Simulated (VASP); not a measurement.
SnO, 4 atoms in the cell. Symmetry: Pmn2_1, No. 31, orthorhombic system. The conventional cell has a = 3.532 Å, b = 6.038 Å, c = 3.907 Å, α = 90.00°, β = 90.00°, γ = 90.00°. Sn (site symmetry m) has 3 O at 2.25 Å within 3.0 Å. Within 3.0 Å of O (site symmetry m) lie 3 Sn at 2.25 Å and 4 O at 2.99 Å. 

| Property | Result |
| --- | --- |
| Program | VASP 6.6.1 |
| Task | single point |
| Functional | PBE |
| Dispersion | D3(BJ) |
| Potentials or basis | VASP PAW PBE potentials, release 64 (Sn_d, O) |
| Cutoff | 520 eV |
| k mesh | 8 × 6 × 8 |
| Occupations | gaussian, width 0.05 eV |
| Spin | no spin polarisation |
| Dipole correction | no |
| Further INCAR settings | ALGO = Normal; EDIFF = 1e-06; NBANDS = 28 |

Potentials or basis: VASP PAW PBE potentials, release 64 (Sn_d, O).

Launch:

```sh
$ cat potpaw_PBE.64/Sn_d/POTCAR potpaw_PBE.64/O/POTCAR > POTCAR
$ mpirun -np 1 vasp_std > vasp.out
```

Hardware: 1 thread of Intel Xeon 8259CL, with other jobs on the host.

Task: How long does it take, and how much memory?

Result: Wall time 9 min on 1 thread of Intel Xeon 8259CL, with other jobs on the host, peak memory 0.33 GiB. Counts: scf iterations 15, k points 100.
